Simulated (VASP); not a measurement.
# Si2Mo (I4/mmm) in VASP: further runs

The runs below take Si2Mo through single point, with PBE.

Everything below comes from runs of VASP 6.6.1. Logs are shortened: lines on timing, memory, paths and dates and some standing lists are left out, and cuts for length are marked.

### 1 The cell of the first run

The structure is tetragonal, space group I4/mmm (No. 139). The conventional cell has a = 3.323 Å, b = 3.323 Å, c = 8.164 Å, α = 90.00°, β = 90.00°, γ = 90.00°. Within 3.6 Å of Si (site symmetry 4mm) lie 9 Si at 2.71 to 3.32 Å and 5 Mo at 2.72 Å. Within 3.6 Å of Mo (site symmetry 4/mmm) lie 10 Si at 2.72 Å and 4 Mo at 3.32 Å.

### 2 Single point, PBE

The input, INCAR:

```
ALGO = Normal
EDIFF = 1E-6
ENCUT = 520
GGA = PE
ISIF = 2
ISMEAR = 0
LASPH = T
LCHARG = F
LREAL = F
LWAVE = F
NBANDS = 18
NELM = 100
PREC = Accurate
SIGMA = 0.05
```

The input, KPOINTS:

```
k-points
0
Gamma
  12 12 12
```

The input, POSCAR:

```
Si2Mo
1.0
    0.0000000000     -3.3231962252      0.0000000000
    3.3231962252      0.0000000000      0.0000000000
   -1.6615981126      1.6615981126      4.0818196135
Si Mo
2 1
Direct
    0.3330000000      0.3330000000      0.6660000000
    0.6670000000      0.6670000000      0.3340000000
    0.0000000000      0.0000000000      0.0000000000
```

Potentials or basis: VASP PAW PBE potentials, release 64 (Si, Mo_sv).

Launch:

```bash
$ cat potpaw_PBE.64/Si/POTCAR potpaw_PBE.64/Mo_sv/POTCAR > POTCAR
$ mpirun -np 1 vasp_std > vasp.out
```

OUTCAR:

```text
EDIFF = 1E-6
   ENCUT = 520
   GGA = PE
   ISIF = 2
   ISMEAR = 0
   LASPH = T
   LREAL = F
   NELM = 100
   PREC = Accurate

 ion  position               nearest neighbor table
   1  0.333  0.333  0.666-   2 2.71   2 2.71   2 2.71   2 2.71   3 2.72   3 2.72   3 2.72   3 2.72
                             3 2.72   2 2.73
   2  0.667  0.667  0.334-   1 2.71   1 2.71   1 2.71   1 2.71   3 2.72   3 2.72   3 2.72   3 2.72
                             3 2.72   1 2.73
   3  0.000  0.000  0.000-   2 2.72   1 2.72   2 2.72   1 2.72   1 2.72   2 2.72   2 2.72   1 2.72
                             2 2.72   1 2.72

  LATTYP: Found a body centered tetragonal cell.
 ALAT       =     3.3231962252
 C/A-ratio  =     2.4565625000

  Lattice vectors:

 A1 = (  -1.6615981126,  -1.6615981126,  -4.0818196135)
 A2 = (   1.6615981126,   1.6615981126,  -4.0818196135)
 A3 = (   1.6615981126,  -1.6615981126,   4.0818196135)

Analysis of symmetry for initial positions (statically):
=====================================================================
 Subroutine PRICEL returns:
 Original cell was already a primitive cell.

 Routine SETGRP: Setting up the symmetry group for a
 body centered tetragonal supercell.

 Subroutine GETGRP returns: Found 16 space group operations
 (whereof 16 operations were pure point group operations)
 out of a pool of 16 trial point group operations.

The static configuration has the point symmetry D_4h.

Analysis of symmetry for dynamics (positions and initial velocities):
=====================================================================
 Subroutine PRICEL returns:
 Original cell was already a primitive cell.

 Routine SETGRP: Setting up the symmetry group for a
 body centered tetragonal supercell.

 Subroutine GETGRP returns: Found 16 space group operations
 (whereof 16 operations were pure point group operations)
 out of a pool of 16 trial point group operations.

The dynamic configuration has the point symmetry D_4h.

 Subroutine INISYM returns: Found 16 space group operations
 (whereof 16 operations are pure point group operations),
 and found     1 'primitive' translations

----------------------------------------------------------------------------------------

                                     Primitive cell

  volume of cell :      45.0781

  direct lattice vectors                    reciprocal lattice vectors
     0.000000000 -3.323196225  0.000000000     0.000000000 -0.300915123  0.122494389
     3.323196225  0.000000000  0.000000000     0.300915123  0.000000000  0.122494389
    -1.661598113  1.661598113  4.081819614     0.000000000  0.000000000  0.244988778

  length of vectors
     3.323196225  3.323196225  4.709890437     0.324891961  0.324891961  0.244988778

  position of ions in fractional coordinates (direct lattice)
     0.333000000  0.333000000  0.666000000
     0.667000000  0.667000000  0.334000000
     0.000000000  0.000000000  0.000000000

  ion indices of the primitive-cell ions
   primitive index   ion index
                 1           1
                 2           2
                 3           3

----------------------------------------------------------------------------------------

 KPOINTS: k-points

Automatic generation of k-mesh.
 Grid dimensions read from file:
 generate k-points for:   12   12   12

 Generating k-lattice:

  Cartesian coordinates                     Fractional coordinates (reciprocal lattice)
     0.000000000 -0.025076260  0.010207866     0.083333333  0.000000000  0.000000000
     0.025076260  0.000000000  0.010207866     0.000000000  0.083333333  0.000000000
     0.000000000  0.000000000  0.020415732     0.000000000  0.000000000  0.083333333

  Length of vectors
     0.027074330  0.027074330  0.020415732

  Shift w.r.t. Gamma in fractional coordinates (k-lattice)
     0.000000000  0.000000000  0.000000000

 Subroutine IBZKPT returns following result:
 ===========================================

 Found    163 irreducible k-points:

 Following reciprocal coordinates:
            Coordinates               Weight
  0.000000  0.000000  0.000000      1.000000
  0.083333  0.000000  0.000000      8.000000
  0.166667  0.000000  0.000000      8.000000
  0.250000  0.000000  0.000000      8.000000
  0.333333  0.000000 -0.000000      8.000000
  0.416667  0.000000  0.000000      8.000000
[... 16 lines left out ...]
  0.500000  0.166667  0.000000     16.000000
 -0.416667  0.166667  0.000000     16.000000
 [... further k-points ...]
   k-points           NKPTS =    163   k-points in BZ     NKDIM =    163   number of bands    NBANDS=     18
   number of dos      NEDOS =    301   number of ions     NIONS =      3
   total plane-waves  NPLWV =  28224
   dimension x,y,z NGX =    28 NGY =   28 NGZ =   36
   dimension x,y,z NGXF=    56 NGYF=   56 NGZF=   72
   ions per type =               2   1
   NGX,Y,Z   is equivalent  to a cutoff of  14.01, 14.01, 12.71 a.u.
   NGXF,Y,Z  is equivalent  to a cutoff of  28.01, 28.01, 25.41 a.u.
 SYSTEM =  unknown system
   PREC   = accura    normal or accurate (medium, high low for compatibility)
   ISTART =      0    job   : 0-new  1-cont  2-samecut
   ICHARG =      2    charge: 1-file 2-atom 10-const
   ISPIN  =      1    spin polarized calculation?
   LNONCOLLINEAR =      F non collinear calculations
   LSORBIT =      F    spin-orbit coupling
   LASPH  =      T    aspherical Exc in radial PAW
   ENCUT  =  520.0 eV  38.22 Ry    6.18 a.u.   6.18  6.18  8.76*2*pi/ulx,y,z
   NELM   =    100;   NELMIN=  2; NELMDL= -5     # of ELM steps
   EDIFF  = 0.1E-05   stopping-criterion for ELM
   LREAL  =      F    real-space projection
   EDIFFG = 0.1E-04   stopping-criterion for IOM
   NSW    =      0    number of steps for IOM
   IBRION =     -1    ionic relax: 0-MD 1-quasi-New 2-CG
   NFREE  =      0    steps in history (QN), initial steepest desc. (CG)
   ISIF   =      2    stress and relaxation
   ISYM   =      2    0-nonsym 1-usesym 2-fastsym
   POTIM  = 0.5000    time-step for ionic-motion
   TEBEG  =    0.0;   TEEND  =   0.0 temperature during run
   PSTRESS=    0.0 pullay stress
   NELECT =      22.0000    total number of electrons
   NUPDOWN=      -1.0000    fix difference up-down
   EMIN   =  10.00;   EMAX   =-10.00  energy-range for DOS
   EFERMI =   0.00;   METHOD = LEGACY
   ISMEAR =     0;   SIGMA  =   0.05  broadening in eV -4-tet -1-fermi 0-gaus
   EFERMI_NEDOS =   21; number of points for ismear=-14 and -15
   IALGO  =     38    algorithm
   IMIX   =      4    mixing-type and parameters
     AMIX     =   0.40;   BMIX     =  1.00
     AMIX_MAG =   1.60;   BMIX_MAG =  1.00
  volume/ion in A,a.u.               =      15.03       101.40
  Fermi-wavevector in a.u.,A,eV,Ry     =   1.288923  2.435712 22.603681  1.661324
  Thomas-Fermi vector in A             =   2.420848
   LORBIT       =      0    0 simple, 1 ext, 2 COOP (PROOUT), +10 PAW based schemes
   GGA     = PE    functional components
   LHFCALC =     F    Hartree Fock is set to
   AEXX    =    0.0000 exact exchange contribution
   IVDW    =     0    specifies the selected vdW correction
   LEPSILON=     F    determine dielectric tensor
   LRPA    =     F    only Hartree local field effects (RPA)
 non-spin polarized calculation
 Gauss-broadening in eV      SIGMA  =   0.05
  energy-cutoff  :      520.00
  volume of cell :       45.08
 maximum number of plane-waves:      1236
 NGX is ok and might be reduce to    28
   NGX = 13   NGY = 13   NGZ = 17

 number of electron      21.9999998 magnetization

 Free energy of the ion-electron system (eV)
  ---------------------------------------------------
  ext. energy  EPLUGINS =         0.00000000
  ---------------------------------------------------
  free energy    TOTEN  =       -23.00357666 eV

  energy without entropy =      -23.00323271  energy(sigma->0) =      -23.00340469

 E-fermi :  10.6505     XC(G=0): -11.8982

 val. band max:       10.5955488305   @ k =   0.5000   0.5000   0.2500
 cond. band min:      10.6819819233   @ k =   0.0833   0.0000   0.0000
 fundamental gap:      0.0864330928
 Fermi energy:        10.6504807344

 k-point     1 :       0.0000    0.0000    0.0000
  band No.  band energies     occupation
      1     -50.2501      2.00000
      2     -24.3442      2.00000
      3     -24.2950      2.00000
      4     -24.2950      2.00000
      5      -1.9538      2.00000
      6       4.9863      2.00000
[... 10 lines left out ...]
     17      15.0229      0.00000
     18      15.0229      0.00000

 k-point     2 :       0.0833    0.0000    0.0000
  band No.  band energies     occupation
      1     -50.2494      2.00000
      2     -24.3434      2.00000
      3     -24.3060      2.00000
      4     -24.2940      2.00000
      5      -1.8404      2.00000
      6       4.9506      2.00000
[... 10 lines left out ...]
     17      15.1742      0.00000
     18      15.8331      0.00000

 k-point     3 :       0.1667    0.0000    0.0000
  band No.  band energies     occupation
      1     -50.2475      2.00000
      2     -24.3412      2.00000
      3     -24.3359      2.00000
      4     -24.2912      2.00000
      5      -1.5052      2.00000
      6       4.7860      2.00000
[... 10 lines left out ...]
     17      15.8664      0.00000
     18      17.3475      0.00000

 k-point     4 :       0.2500    0.0000    0.0000
  band No.  band energies     occupation
      1     -50.2448      2.00000
      2     -24.3768      2.00000
      3     -24.3378      2.00000
      4     -24.2875      2.00000
      5      -0.9625      2.00000
      6       4.3379      2.00000
[... 375 lines left out ...]
      4     -24.3200      2.00000
      5       1.1772      2.00000
      6       2.6005      2.00000
[... 10 lines left out ...]
     17      17.4057      0.00000
     18      18.7785      0.00000

 k-point    23 :       0.5000    0.1667    0.0000
  band No.  band energies     occupation
      1     -50.2370      2.00000
      2     -24.4516      2.00000
      3     -24.3272      2.00000
      4     -24.3188      2.00000
      5       1.6079      2.00000
      6       2.1815      2.00000
[... 10 lines left out ...]
     17      17.5032      0.00000
     18      18.6447      0.00000

 k-point    24 :      -0.4167    0.1667    0.0000
  band No.  band energies     occupation
      1     -50.2377      2.00000
      2     -24.4409      2.00000
      3     -24.3275      2.00000
      4     -24.3199      2.00000
      5       0.7279      2.00000
      6       3.1416      2.00000
[... 10 lines left out ...]
     17      17.3254      0.00000
     18      17.9604      0.00000

 [... further k-points ...]

------------------------ aborting loop because EDIFF is reached ----------------------------------------

  FORCE on cell =-STRESS in cart. coord.  units (eV):
  Direction    XX          YY          ZZ          XY          YZ          ZX
  --------------------------------------------------------------------------------------
  -------------------------------------------------------------------------------------
  Total       -4.4297384     -4.4297384     -5.3626027      0.0000000      0.0000000      0.0000000
  in kB     -157.4428298   -157.4428298   -190.5989148      0.0000000      0.0000000      0.0000000
  external PRESSURE =    -168.4948581 kB  Pullay stress =       0.0000000 kB

 VOLUME and BASIS-vectors are now :
 -----------------------------------------------------------------------------
  energy-cutoff  :      520.00
  volume of cell :       45.08
      direct lattice vectors                 reciprocal lattice vectors
     0.000000000 -3.323196225  0.000000000     0.000000000 -0.300915123  0.122494389
     3.323196225  0.000000000  0.000000000     0.300915123  0.000000000  0.122494389
    -1.661598113  1.661598113  4.081819614     0.000000000  0.000000000  0.244988778

 POSITION                                       TOTAL-FORCE (eV/Angst)
 -----------------------------------------------------------------------------------
      0.00000      0.00000      2.71849         0.000000     -0.000000      0.424868
      1.66160     -1.66160      1.36333        -0.000000      0.000000     -0.424868
      0.00000      0.00000      0.00000         0.000000     -0.000000      0.000000
 -----------------------------------------------------------------------------------
    total drift:                               -0.000000      0.000000      0.000000

  FREE ENERGIE OF THE ION-ELECTRON SYSTEM (eV)
  ---------------------------------------------------
  free  energy   TOTEN  =       -23.0035766572 eV

  energy  without entropy=      -23.0032327141  energy(sigma->0) =      -23.00340469
```

Run time: 3.4 min. Hardware: 1 thread of Intel Xeon 8259CL, shared host; peak memory 0.26 GiB.

Results:

| Quantity | Value |
| --- | --- |
| Free energy | -23.0036 eV |
| Pressure | -16.8 GPa |
| Largest force | 0.425 eV/Å |
| Band gap on the k mesh | zero (bands 11 and 12 overlap by 0.94 eV) |

Forces in eV/Å, atoms in the order of the input:
```
Si   0.000  0.000  0.425
Si   0.000  0.000 -0.425
Mo   0.000  0.000  0.000
```

Stress tensor (GPa, compression positive):
```
-15.74   0.00   0.00
  0.00 -15.74   0.00
  0.00   0.00 -19.06
```

Levels at points of the mesh, in eV from the Fermi level:
| k point | band 8 | band 9 | band 10 | band 11 | band 12 | band 13 | band 14 | band 15 |
| --- | --- | --- | --- | --- | --- | --- | --- | --- |
| (0.00, 0.00, 0.00) | -2.54 | -2.37 | -2.37 | 0.34 | 2.41 | 3.31 | 3.31 | 3.48 |
| (0.50, 0.00, 0.00) | -4.14 | -2.26 | -2.21 | -0.41 | 1.88 | 2.80 | 3.17 | 3.88 |
| (0.50, 0.50, 0.00) | -5.21 | -4.08 | -2.65 | -1.10 | 1.92 | 2.20 | 2.58 | 2.87 |
| (0.00, 0.00, 0.50) | -2.00 | -0.53 | -0.53 | -0.52 | -0.52 | 0.44 | 3.89 | 4.14 |

Caveat: the cell stands under tension.

(Continued in part 2 of 2.)

The gap in the log of VASP goes by the Fermi energy; the results here count the filled bands.